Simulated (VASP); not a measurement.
# Cu (Fm-3m) in VASP: notebook

Runs on Cu. Level: PBE. Tasks: single point, relaxation of cell and atoms.

Program: VASP 6.6.1. These are calculated values, not measurements. Logs are shortened: lines on timing, memory, paths and dates and some standing lists are left out, and cuts for length are marked.

**1. The cell of the first run**

Symmetry: Fm-3m, No. 225, cubic system. The conventional cell has a = 3.630 Å, b = 3.630 Å, c = 3.630 Å, α = 90.00°, β = 90.00°, γ = 90.00°. Cu (site symmetry m-3m) has 12 Cu at 2.57 Å within 3.4 Å.

**2. Single point, PBE**

File INCAR:

```
SYSTEM = Cu
PREC = Accurate
ENCUT = 520
EDIFF = 1E-7
ISMEAR = 1
SIGMA = 0.1
LREAL = .False.
LASPH = .True.
NELM = 80
ALGO = Fast
ISIF = 2
LWAVE = .False.
LCHARG = .False.
GGA = PE
NBANDS = 12
```

File KPOINTS:

```
Automatic mesh
0
Gamma
  24 24 24
  0 0 0
```

File POSCAR:

```
Cu
1.0
    0.0000000000      1.8150414625      1.8150414625
    1.8150414625      0.0000000000      1.8150414625
    1.8150414625      1.8150414625      0.0000000000
Cu
1
Direct
    0.0000000000      0.0000000000      0.0000000000
```

Potentials or basis: VASP PAW PBE potentials, release 64 (Cu).

The run is started by

```sh
$ cat potpaw_PBE.64/Cu/POTCAR > POTCAR
$ mpirun -np 1 vasp_std > vasp.out
```

OUTCAR:

```text
SYSTEM = Cu
   PREC = Accurate
   ENCUT = 520
   EDIFF = 1E-7
   ISMEAR = 1
   LREAL = .False.
   LASPH = .True.
   NELM = 80
   ISIF = 2
   GGA = PE

 ion  position               nearest neighbor table
   1  0.000  0.000  0.000-

  LATTYP: Found a face centered cubic cell.
 ALAT       =     3.6300829250

  Lattice vectors:

 A1 = (   0.0000000000,   1.8150414625,   1.8150414625)
 A2 = (   1.8150414625,   0.0000000000,   1.8150414625)
 A3 = (   1.8150414625,   1.8150414625,   0.0000000000)

Analysis of symmetry for initial positions (statically):
=====================================================================
 Subroutine PRICEL returns:
 Original cell was already a primitive cell.

 Routine SETGRP: Setting up the symmetry group for a
 face centered cubic supercell.

 Subroutine GETGRP returns: Found 48 space group operations
 (whereof 48 operations were pure point group operations)
 out of a pool of 48 trial point group operations.

The static configuration has the point symmetry O_h .

Analysis of symmetry for dynamics (positions and initial velocities):
=====================================================================
 Subroutine PRICEL returns:
 Original cell was already a primitive cell.

 Routine SETGRP: Setting up the symmetry group for a
 face centered cubic supercell.

 Subroutine GETGRP returns: Found 48 space group operations
 (whereof 48 operations were pure point group operations)
 out of a pool of 48 trial point group operations.

The dynamic configuration has the point symmetry O_h .

 Subroutine INISYM returns: Found 48 space group operations
 (whereof 48 operations are pure point group operations),
 and found     1 'primitive' translations

----------------------------------------------------------------------------------------

                                     Primitive cell

  volume of cell :      11.9589

  direct lattice vectors                    reciprocal lattice vectors
     0.000000000  1.815041462  1.815041462    -0.275475801  0.275475801  0.275475801
     1.815041462  0.000000000  1.815041462     0.275475801 -0.275475801  0.275475801
     1.815041462  1.815041462  0.000000000     0.275475801  0.275475801 -0.275475801

  length of vectors
     2.566856253  2.566856253  2.566856253     0.477138083  0.477138083  0.477138083

  position of ions in fractional coordinates (direct lattice)
     0.000000000  0.000000000  0.000000000

  ion indices of the primitive-cell ions
   primitive index   ion index
                 1           1

----------------------------------------------------------------------------------------

 KPOINTS: Automatic mesh

Automatic generation of k-mesh.
 Grid dimensions read from file:
 generate k-points for:   24   24   24

 Generating k-lattice:

  Cartesian coordinates                     Fractional coordinates (reciprocal lattice)
    -0.011478158  0.011478158  0.011478158     0.041666667  0.000000000  0.000000000
     0.011478158 -0.011478158  0.011478158     0.000000000  0.041666667  0.000000000
     0.011478158  0.011478158 -0.011478158     0.000000000  0.000000000  0.041666667

  Length of vectors
     0.019880753  0.019880753  0.019880753

  Shift w.r.t. Gamma in fractional coordinates (k-lattice)
     0.000000000  0.000000000  0.000000000

 Subroutine IBZKPT returns following result:
 ===========================================

 Found    413 irreducible k-points:

 Following reciprocal coordinates:
            Coordinates               Weight
  0.000000  0.000000  0.000000      1.000000
  0.041667  0.000000  0.000000      8.000000
  0.083333  0.000000  0.000000      8.000000
  0.125000  0.000000  0.000000      8.000000
  0.166667  0.000000  0.000000      8.000000
  0.208333  0.000000  0.000000      8.000000
[... 16 lines left out ...]
  0.416667  0.041667  0.000000     24.000000
  0.458333  0.041667  0.000000     24.000000
 [... further k-points ...]
   k-points           NKPTS =    413   k-points in BZ     NKDIM =    413   number of bands    NBANDS=     12
   number of dos      NEDOS =    301   number of ions     NIONS =      1
   total plane-waves  NPLWV =   8000
   dimension x,y,z NGX =    20 NGY =   20 NGZ =   20
   dimension x,y,z NGXF=    40 NGYF=   40 NGZF=   40
   ions per type =               1
   NGX,Y,Z   is equivalent  to a cutoff of  12.95, 12.95, 12.95 a.u.
   NGXF,Y,Z  is equivalent  to a cutoff of  25.91, 25.91, 25.91 a.u.
 SYSTEM =  Cu
   PREC   = accura    normal or accurate (medium, high low for compatibility)
   ISTART =      0    job   : 0-new  1-cont  2-samecut
   ICHARG =      2    charge: 1-file 2-atom 10-const
   ISPIN  =      1    spin polarized calculation?
   LNONCOLLINEAR =      F non collinear calculations
   LSORBIT =      F    spin-orbit coupling
   LASPH  =      T    aspherical Exc in radial PAW
   ENCUT  =  520.0 eV  38.22 Ry    6.18 a.u.   4.77  4.77  4.77*2*pi/ulx,y,z
   NELM   =     80;   NELMIN=  2; NELMDL= -5     # of ELM steps
   EDIFF  = 0.1E-06   stopping-criterion for ELM
   LREAL  =      F    real-space projection
   EDIFFG = 0.1E-05   stopping-criterion for IOM
   NSW    =      0    number of steps for IOM
   IBRION =     -1    ionic relax: 0-MD 1-quasi-New 2-CG
   NFREE  =      0    steps in history (QN), initial steepest desc. (CG)
   ISIF   =      2    stress and relaxation
   ISYM   =      2    0-nonsym 1-usesym 2-fastsym
   POTIM  = 0.5000    time-step for ionic-motion
   TEBEG  =    0.0;   TEEND  =   0.0 temperature during run
   PSTRESS=    0.0 pullay stress
   NELECT =      11.0000    total number of electrons
   NUPDOWN=      -1.0000    fix difference up-down
   EMIN   =  10.00;   EMAX   =-10.00  energy-range for DOS
   EFERMI =   0.00;   METHOD = LEGACY
   ISMEAR =     1;   SIGMA  =   0.10  broadening in eV -4-tet -1-fermi 0-gaus
   EFERMI_NEDOS =   21; number of points for ismear=-14 and -15
   IALGO  =     68    algorithm
   IMIX   =      4    mixing-type and parameters
     AMIX     =   0.40;   BMIX     =  1.00
     AMIX_MAG =   1.60;   BMIX_MAG =  1.00
  volume/ion in A,a.u.               =      11.96        80.70
  Fermi-wavevector in a.u.,A,eV,Ry     =   1.592120  3.008671 34.488682  2.534847
  Thomas-Fermi vector in A             =   2.690555
   LORBIT       =      0    0 simple, 1 ext, 2 COOP (PROOUT), +10 PAW based schemes
   GGA     = PE    functional components
   LHFCALC =     F    Hartree Fock is set to
   AEXX    =    0.0000 exact exchange contribution
   IVDW    =     0    specifies the selected vdW correction
   LEPSILON=     F    determine dielectric tensor
   LRPA    =     F    only Hartree local field effects (RPA)
 non-spin polarized calculation
 RMM-DIIS sequential band-by-band and
 Methfessel and Paxton  Order N= 1 SIGMA  =   0.10
  energy-cutoff  :      520.00
  volume of cell :       11.96
 maximum number of plane-waves:       332
   NGX =  9   NGY =  9   NGZ =  9

 number of electron      10.9999997 magnetization

 Free energy of the ion-electron system (eV)
  ---------------------------------------------------
  ext. energy  EPLUGINS =         0.00000000
  ---------------------------------------------------
  free energy    TOTEN  =        -3.72898412 eV

  energy without entropy =       -3.72908414  energy(sigma->0) =       -3.72901746

 E-fermi :   7.4488     XC(G=0): -12.6531

 val. band max:        7.4399613650   @ k =   0.5000   0.1667   0.0417
 cond. band min:       7.4860746533   @ k =   0.5000   0.2500   0.0833
 fundamental gap:      0.0461132883
 Fermi energy:         7.4487555485

 k-point     1 :       0.0000    0.0000    0.0000
  band No.  band energies     occupation
      1      -1.8246      2.00000
      2       4.4451      2.00000
      3       4.4451      2.00000
      4       4.4451      2.00000
      5       5.2513      2.00000
      6       5.2513      2.00000
      7      29.9258      0.00000
      8      32.4734      0.00000
      9      32.4734      0.00000
     10      32.4734      0.00000
     11      34.9562      0.00000
     12      34.9562      0.00000

 k-point     2 :       0.0417    0.0000    0.0000
  band No.  band energies     occupation
      1      -1.7618      2.00000
      2       4.4318      2.00000
      3       4.4571      2.00000
      4       4.4571      2.00000
      5       5.2465      2.00000
      6       5.2465      2.00000
      7      29.6037      0.00000
      8      31.4874      0.00000
      9      32.2516      0.00000
     10      32.2516      0.00000
     11      35.2686      0.00000
     12      35.2686      0.00000

 k-point     3 :       0.0833    0.0000    0.0000
  band No.  band energies     occupation
      1      -1.5745      2.00000
      2       4.3939      2.00000
      3       4.4904      2.00000
      4       4.4904      2.00000
      5       5.2344      2.00000
      6       5.2344      2.00000
      7      28.1709      0.00000
      8      30.7535      0.00000
      9      31.7818      0.00000
     10      31.7818      0.00000
     11      35.9977      0.00000
     12      36.0151      0.00000
[... 286 lines left out ...]
 k-point    23 :       0.4167    0.0417    0.0000
  band No.  band energies     occupation
      1       2.2247      2.00000
      2       4.4320      2.00000
      3       4.4787      2.00000
      4       5.0593      2.00000
      5       5.7480      2.00000
      6       5.9052      2.00000
      7      13.2579      0.00000
      8      28.2704      0.00000
      9      28.3626      0.00000
     10      29.5336      0.00000
     11      33.0515      0.00000
     12      33.9072      0.00000

 k-point    24 :       0.4583    0.0417    0.0000
  band No.  band energies     occupation
      1       2.3946      2.00000
      2       4.4036      2.00000
      3       4.4493      2.00000
      4       5.4164      2.00000
      5       5.7971      2.00000
      6       6.3263      2.00000
      7      11.9542      0.00000
      8      28.0877      0.00000
      9      28.5052      0.00000
     10      29.1094      0.00000
     11      33.0275      0.00000
     12      33.3626      0.00000

 [... further k-points ...]

------------------------ aborting loop because EDIFF is reached ----------------------------------------

  FORCE on cell =-STRESS in cart. coord.  units (eV):
  Direction    XX          YY          ZZ          XY          YZ          ZX
  --------------------------------------------------------------------------------------
  -------------------------------------------------------------------------------------
  Total        0.0340988      0.0340988      0.0340988     -0.0000000      0.0000000     -0.0000000
  in kB        4.5683608      4.5683608      4.5683608     -0.0000000      0.0000000     -0.0000000
  external PRESSURE =       4.5683608 kB  Pullay stress =       0.0000000 kB

 VOLUME and BASIS-vectors are now :
 -----------------------------------------------------------------------------
  energy-cutoff  :      520.00
  volume of cell :       11.96
      direct lattice vectors                 reciprocal lattice vectors
     0.000000000  1.815041462  1.815041462    -0.275475801  0.275475801  0.275475801
     1.815041462  0.000000000  1.815041462     0.275475801 -0.275475801  0.275475801
     1.815041462  1.815041462  0.000000000     0.275475801  0.275475801 -0.275475801

 POSITION                                       TOTAL-FORCE (eV/Angst)
 -----------------------------------------------------------------------------------
      0.00000      0.00000      0.00000         0.000000      0.000000     -0.000000
 -----------------------------------------------------------------------------------
    total drift:                                0.000000      0.000000      0.000000

  FREE ENERGIE OF THE ION-ELECTRON SYSTEM (eV)
  ---------------------------------------------------
  free  energy   TOTEN  =        -3.7289841166 eV

  energy  without entropy=       -3.7290841421  energy(sigma->0) =       -3.72901746
```

Run time: 52 s. Hardware: 1 thread of Intel Xeon 6975P-C, shared host; peak memory 0.17 GiB.

What came out:

| Quantity | Value |
| --- | --- |
| Free energy | -3.7290 eV |
| Pressure | 0.5 GPa |

**3. Relaxation of cell and atoms, PBE**

This run uses another cell than the first one, of 11.86 Å³/atom, 0.992 times its volume.

File INCAR:

```
ALGO = Fast
EDIFF = 1E-6
EDIFFG = -0.005
ENCUT = 600
GGA = PE
IBRION = 2
ISIF = 3
ISMEAR = 1
LASPH = T
LCHARG = F
LREAL = F
LWAVE = F
NELM = 100
NSW = 80
PREC = Accurate
SIGMA = 0.1
```

File KPOINTS:

```
k-points
0
Gamma
  24 24 24
```

File POSCAR:

```
Cu
1.0
    0.0000000000      1.8100000000      1.8100000000
    1.8100000000      0.0000000000      1.8100000000
    1.8100000000      1.8100000000      0.0000000000
Cu
1
Direct
    0.0000000000      0.0000000000      0.0000000000
```

Potentials or basis: VASP PAW PBE potentials, release 64 (Cu).

The run is started by

```sh
$ cat potpaw_PBE.64/Cu/POTCAR > POTCAR
$ mpirun -np 1 vasp_std > vasp.out
```

Wall time 78 s (1 thread of Intel Xeon 6975P-C, shared host); peak memory 0.18 GiB.

Results (log left out):

- Free energy: -3.7291 eV
- Relaxed volume: 12.01 Å³/atom
- Relaxed cell: a = 2.570 Å, b = 2.570 Å, c = 2.570 Å, α = 60.00°, β = 60.00°, γ = 60.00°
- Space group after relaxing (to 0.05 Å): Fm-3m (No. 225)
- Energy gained by relaxing: 0.8 meV/atom
- Ionic steps: 3
- Pressure after relaxing: 0.0 GPa

Step by step:
```csv
step,energy change (eV),largest force (eV/Å),pressure (GPa),volume (Å³)
1,0.0000,0.0000,2.02,11.86
2,-0.0004,0.0000,-1.53,12.12
3,-0.0008,0.0000,0.02,12.01
```

Final structure:
```xyz
1
Lattice="0.0000 1.8174 1.8174 1.8174 0.0000 1.8174 1.8174 1.8174 0.0000" Properties=species:S:1:pos:R:3 pbc="T T T"
Cu    0.0000    0.0000    0.0000
```

Levels at points of the mesh, in eV from the Fermi level:
```csv
k point,band 2,band 3,band 4,band 5,band 6,band 7,band 8,band 9
"(0.00, 0.00, 0.00)",-2.99,-2.99,-2.99,-2.19,-2.19,22.45,24.96,24.96
"(0.50, 0.00, 0.00)",-3.02,-3.02,-1.64,-1.64,-0.97,3.66,20.95,21.80
"(0.50, 0.50, 0.00)",-4.35,-1.65,-1.50,-1.50,1.49,6.99,12.94,12.94
```
